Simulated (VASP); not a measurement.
A run of VASP 6.6.1:

INCAR

```
PREC     = Accurate       # precision mode
ENCUT    = 520            # plane-wave cutoff, eV
EDIFF    = 1E-7           # SCF threshold, eV
ISMEAR   = -1             # smearing method
SIGMA    = 0.02           # smearing width, eV
LREAL    = F              # projectors in reciprocal space
LASPH    = T              # aspherical terms in the spheres
NELM     = 100            # most SCF steps
ALGO     = Normal         # electronic algorithm
ISIF     = 2              # what is computed and relaxed
LWAVE    = F              # write WAVECAR
LCHARG   = F              # write CHGCAR
GGA      = PE             # functional
NBANDS   = 11             # bands
```

File KPOINTS:

```
regular mesh
0
Gamma
  10 10 10
```

POSCAR

```
AlN
1.0
    0.0000000000      2.1193301201      2.2489384552
    2.1193301201      0.0000000000      2.2489384552
    2.1193301201      2.1193301201      0.0000000000
Al N
1 1
Direct
    0.0000000000      0.0000000000      0.0000000000
    0.2500000000      0.2500000000      0.2500000000
```

Potentials or basis: VASP PAW PBE potentials, release 64 (Al, N).

Launch:

```console
$ cat potpaw_PBE.64/Al/POTCAR potpaw_PBE.64/N/POTCAR > POTCAR
$ mpirun -np 1 vasp_std > vasp.out
```

Hardware: 1 thread of Intel Xeon 8259CL, with other jobs on the host.

Problem. Estimate the wall time of this run.

Solution. Wall time 25 s on 1 thread of Intel Xeon 8259CL (shared host), peak memory 0.14 GiB. Counts: scf iterations 12, k points 102.
